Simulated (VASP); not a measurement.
Set up this calculation in VASP 6.6.1, as the native input.

```yaml
Task: single point
Functional: LDA
Potentials_or_basis: VASP PAW LDA potentials, release 64 (Bi_d, Rh_pv)
Cutoff: 520 eV
k_mesh: 12 × 12 × 8
Occupations: gaussian, width 0.1 eV
Spin: no spin polarisation
Dipole_correction: no
Further_INCAR_settings: ALGO = Fast; EDIFF = 1e-07; NBANDS = 38
```

The structure of BiRh lies in POSCAR:

```
BiRh
1.0
    4.0790133740      0.0000000000      0.0000000000
   -2.0395066870      3.5325292042      0.0000000000
    0.0000000000      0.0000000000      5.5941628956
Bi Rh
2 2
Direct
    0.3333333333      0.6666666667      0.2500000000
    0.6666666667      0.3333333333      0.7500000000
    0.0000000000      0.0000000000      0.0000000000
    0.0000000000      0.0000000000      0.5000000000
```

The input as run:

INCAR

```
PREC = Accurate
ENCUT = 520
EDIFF = 1E-7
ISMEAR = 0
SIGMA = 0.1
LREAL = F
LASPH = T
NELM = 60
ALGO = Fast
ISIF = 2
LWAVE = F
LCHARG = F
GGA = CA
NBANDS = 38
```

KPOINTS

```
regular mesh
0
Gamma
  12 12 8
```

Potentials or basis: VASP PAW LDA potentials, release 64 (Bi_d, Rh_pv).

Run with:

```bash
$ cat potpaw_LDA.64/Bi_d/POTCAR potpaw_LDA.64/Rh_pv/POTCAR > POTCAR
$ mpirun -np 1 vasp_std > vasp.out
```

Results of the run:

- Pressure: 0.4 GPa
- Band gap on the k mesh: zero (band 30 reaches 11.65 eV, above the bottom of band 31 at 9.15 eV)

Caveat: spin-orbit coupling is left out, which moves the levels of the heavy elements.

Wall time 8.5 min on 1 thread of Oxide Virtual Turin-like Processor, with other jobs on the host, peak memory 0.3 GiB.
